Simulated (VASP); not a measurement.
Set up this calculation in VASP 6.6.1, as the native input.

```
Task                   : relaxation of cell and atoms
Functional             : PBE
Potentials or basis    : VASP PAW PBE potentials, release 64 (Ba_sv, Te)
Cutoff                 : 600 eV
k mesh                 : 6 × 6 × 4
Occupations            : fermi-dirac, width 0.02 eV
Spin                   : no spin polarisation
Dipole correction      : no
Further INCAR settings : ALGO = Normal; EDIFF = 1e-06; IBRION = 2; EDIFFG = -0.005; NSW = 80; ISIF = 3
```

The structure of BaTe lies in POSCAR:

```
BaTe
1.0
    5.9201860507      0.0000000000      0.0000000000
   -2.9600930253      5.1270315150      0.0000000000
    0.0000000000      0.0000000000      7.3998393000
Ba Te
2 2
Direct
    0.3333333333      0.6666666667      0.2500000000
    0.6666666667      0.3333333333      0.7500000000
    0.6666666667      0.3333333333      0.2500000000
    0.3333333333      0.6666666667      0.7500000000
```

The input as run:

INCAR

```
ALGO = Normal ; EDIFF = 1E-6
EDIFFG = -0.005 ; ENCUT = 600
GGA = PE ; IBRION = 2
ISIF = 3 ; ISMEAR = -1
LASPH = True ; LCHARG = False
LREAL = False ; LWAVE = False
NELM = 100 ; NSW = 80
PREC = Accurate ; SIGMA = 0.02
```

KPOINTS

```
k-points
0
Gamma
  6 6 4
```

Potentials or basis: VASP PAW PBE potentials, release 64 (Ba_sv, Te).

The run is started by

```bash
$ cat potpaw_PBE.64/Ba_sv/POTCAR potpaw_PBE.64/Te/POTCAR > POTCAR
$ mpirun -np 1 vasp_std > vasp.out
```

Results of the run:

The relaxed volume is 54.67 Å³/atom and the relaxed cell is a = 5.994 Å, b = 5.994 Å, c = 7.028 Å, α = 90.00°, β = 90.00°, γ = 120.00°. The space group after relaxing (to 0.1 Å) is P6_3/mmc (No. 194), the energy gained by relaxing is 22.3 meV/atom and the ionic steps are 5. The pressure after relaxing is 0.0 GPa and the band gap on the k mesh is 1.91 eV (least direct gap 2.18 eV).

Caveat: spin-orbit coupling is left out, which moves the levels of the heavy elements.

It took 4.5 min on 1 thread of AMD EPYC 9R45 96-Core Processor (Zen 5) (shared host), peak memory 0.42 GiB.
